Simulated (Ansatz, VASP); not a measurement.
**One calculation of NaF, two programs**

The input POSCAR:

```
NaF
1.0
    0.0000000000      2.1651503900      2.1651503900
    2.1651503900      0.0000000000      2.1651503900
    2.1651503900      2.1651503900      0.0000000000
Na F
1 1
Direct
    0.0000000000      0.0000000000      0.0000000000
    0.5000000000      0.5000000000      0.5000000000
```

Contents of INCAR.step1:

```
SYSTEM = NaF
PREC = Accurate ; ENCUT = 520
EDIFF = 1E-5 ; ISMEAR = 0
SIGMA = 0.01 ; LREAL = .FALSE.
LASPH = .TRUE. ; NELM = 100
ALGO = Normal ; ISIF = 2
LWAVE = .TRUE. ; LCHARG = .FALSE.
NBANDS = 14 ; GGA = PE
```

Contents of INCAR.step2:

```
SYSTEM = NaF
PREC = Accurate ; ENCUT = 520
EDIFF = 1E-7 ; ISMEAR = 0
SIGMA = 0.01 ; LREAL = .FALSE.
LASPH = .TRUE. ; NELM = 100
ALGO = Normal ; ISIF = 2
LWAVE = .FALSE. ; LCHARG = .FALSE.
GGA = PE ; LHFCALC = .TRUE.
HFSCREEN = 0.2079 ; PRECFOCK = Normal
NBANDS = 14 ; ISTART = 1
```

File KPOINTS:

```
Automatic mesh
0
G
  6 6 6
  0 0 0
```

Input for Ansatz:

```yaml
crystal:
  lattice:
    - [0.0, 2.16515039, 2.16515039]
    - [2.16515039, 0.0, 2.16515039]
    - [2.16515039, 2.16515039, 0.0]
  atoms:
    - { symbol: Na, position: [0.0, 0.0, 0.0] }
    - { symbol: F, position: [0.5, 0.5, 0.5] }
kpoints:
  mp_grid: { grid: [6, 6, 6] }
  band_path:
    path:
      - [0.0, 0.0, 0.0]
      - [0.5, 0.0, 0.5]
      - [0.625, 0.25, 0.625]
      - [0.375, 0.375, 0.75]
      - [0.5, 0.5, 0.5]
      - [0.5, 0.25, 0.75]
    npoints: 1
hamiltonian:
  xc: hse06
scf:
  occupations: { method: fixed }
  n_extra_bands: 4
output:
  forces: true
  stress: true
  eigenvalues: true
```

Change from the starting cell: hydrostatic strain -5.8%.

Alike in both runs: task single point; functional HSE06; k mesh 6 × 6 × 6; no spin polarisation.

|  | VASP | Ansatz |
| --- | --- | --- |
| version | VASP 6.6.1 | Ansatz 0.2.0 |
| potentials or method | VASP PAW PBE potentials, release 64 (Na_pv, F) | plane waves, PAW |
| plane-wave cutoff (eV) | 520 | 420 |
| occupations | gaussian, width 0.01 eV | fixed |
| valence electrons in the cell | 14 | 16 |

```csv
,VASP,Ansatz,Ansatz less VASP
gap on the k mesh at the Fermi level (eV),9.81,9.86,+0.042
pressure (GPa),17.0,16.4,-0.60
```

VASP's potentials hold 14 valence electrons a cell and Ansatz's 16, so a difference there can come from the potentials and not from the codes. Ansatz's warnings: stress exchange threshold loose, stress scf threshold loose.
